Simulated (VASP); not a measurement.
Input of a VASP 6.6.1 run:

INCAR

```
SYSTEM = BeCd3Te4
  PREC = Accurate
  ENCUT = 520
  EDIFF = 1E-7
  ISMEAR = 0
  SIGMA = 0.1
  LREAL = .FALSE.
  LASPH = .TRUE.
  NELM = 60
  ALGO = Normal
  ISIF = 2
  LWAVE = .FALSE.
  LCHARG = .TRUE.
  GGA = PE
  LELF = .TRUE.
  LVHAR = .TRUE.
  NBANDS = 41
```

KPOINTS

```
Automatic mesh
0
G
  2 2 2
  0 0 0
```

Contents of POSCAR:

```
BeCd3Te4
1.0
    6.3750496415      0.0000000000      0.0000000000
    0.0000000000      6.3750496415      0.0000000000
    0.0000000000      0.0000000000      6.3750496415
Be Cd Te
1 3 4
Direct
    0.0000000000      0.0000000000      0.0000000000
    0.5000000000      0.0000000000      0.5000000000
    0.0000000000      0.5000000000      0.5000000000
    0.5000000000      0.5000000000      0.0000000000
    0.2265338466      0.7734661534      0.7734661534
    0.7734661534      0.7734661534      0.2265338466
    0.7734661534      0.2265338466      0.7734661534
    0.2265338466      0.2265338466      0.2265338466
```

Potentials or basis: VASP PAW PBE potentials, release 64 (Be, Cd, Te).

Run with:

```sh
$ cat potpaw_PBE.64/Be/POTCAR potpaw_PBE.64/Cd/POTCAR potpaw_PBE.64/Te/POTCAR > POTCAR
$ mpirun -np 1 vasp_std > vasp.out
```

Problem. Predict the pressure.

Solution. 0.2 GPa.

Problem. Estimate the band gap on the k mesh.

Solution. 1.09 eV.

Problem. Predict the largest force.

Solution. 0.039 eV/Å.

Forces on the atoms (eV/Å):
```
Be   0.000  0.000  0.000
Cd   0.000  0.000  0.000
Cd   0.000  0.000  0.000
Cd   0.000  0.000  0.000
Te   0.023 -0.023 -0.023
Te  -0.023 -0.023  0.023
Te  -0.023  0.023 -0.023
Te   0.023  0.023  0.023
```

Caveat: the k points lie up to 0.49 Å⁻¹ apart; spin-orbit coupling is left out, which moves the levels of the heavy elements.
